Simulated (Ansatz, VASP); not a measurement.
## Two plane-wave programs on MoH4

Contents of INCAR:

```
PREC = Accurate
ENCUT = 600
EDIFF = 1E-6
ISMEAR = 0
SIGMA = 0.1
LREAL = False
LASPH = True
NELM = 100
ALGO = Normal
ISIF = 3
LWAVE = False
LCHARG = False
GGA = PE
IBRION = 2
NSW = 90
EDIFFG = -0.04
```

KPOINTS

```
regular mesh
0
Gamma
  6 6 4
```

POSCAR

```
MoH4
1.0
    2.7932173132      0.0000000000      0.0000000000
    0.0000000000      2.7932173132      0.0000000000
    0.0000000000      0.0000000000      5.8638893167
H Mo
4 1
Direct
    0.5000000000      0.0000000000      0.2137846230
    0.0000000000      0.5000000000      0.7862153770
    0.5000000000      0.0000000000      0.7862153770
    0.0000000000      0.5000000000      0.2137846230
    0.0000000000      0.0000000000      0.0000000000
```

Input for Ansatz:

```yaml
crystal:
  lattice:
    - [2.7932173132, 0.0, 0.0]
    - [0.0, 2.7932173132, 0.0]
    - [0.0, 0.0, 5.8638893167]
  atoms:
    - { symbol: H, position: [0.5, 0.0, 0.213784623] }
    - { symbol: H, position: [0.0, 0.5, 0.786215377] }
    - { symbol: H, position: [0.5, 0.0, 0.786215377] }
    - { symbol: H, position: [0.0, 0.5, 0.213784623] }
    - { symbol: Mo, position: [0.0, 0.0, 0.0] }
basis:
  ecutwfc: 420
kpoints:
  mp_grid: { grid: [6, 6, 4] }
hamiltonian:
  xc: pbe
scf:
  occupations: { method: gaussian, width: 0.1 }
  lower_state_search: "off"
output:
  forces: true
  stress: true
  eigenvalues: true
relax:
  adjacent_minimum: "off"
  f_tol: 0.04
  max_steps: 70
  cell: { stress_tol: 0.4 }
```

Change from the starting cell: ordered vacancies on the cation sites of fluorite (P4/mmm, No. 123).

Alike in both runs: task relaxation of cell and atoms; functional PBE; k mesh 6 × 6 × 4; occupations gaussian, width 0.1 eV; no spin polarisation.

|  | VASP | Ansatz |
| --- | --- | --- |
| version | VASP 6.6.1 | Ansatz 0.2.0 |
| potentials or method | VASP PAW PBE potentials, release 64 (H, Mo_sv), cutoff 600 eV | scalar-relativistic, plane waves, PAW |
| valence electrons in the cell | 18 | 18 |

|  | VASP | Ansatz | Ansatz less VASP |
| --- | --- | --- | --- |
| gap on the k mesh at the Fermi level, each at its own relaxed structure (eV) | none | none | - |
| relaxed volume (Å³/atom) | 9.09 | 9.08 | -0.006 |
| relaxed cell length with the largest relative difference (Å) | 5.855 | 5.863 | +0.0080 |

A gap of «none» marks a metal or a gap that the smearing closes.

The k mesh is coarse, so the values compare programs but aren't converged.
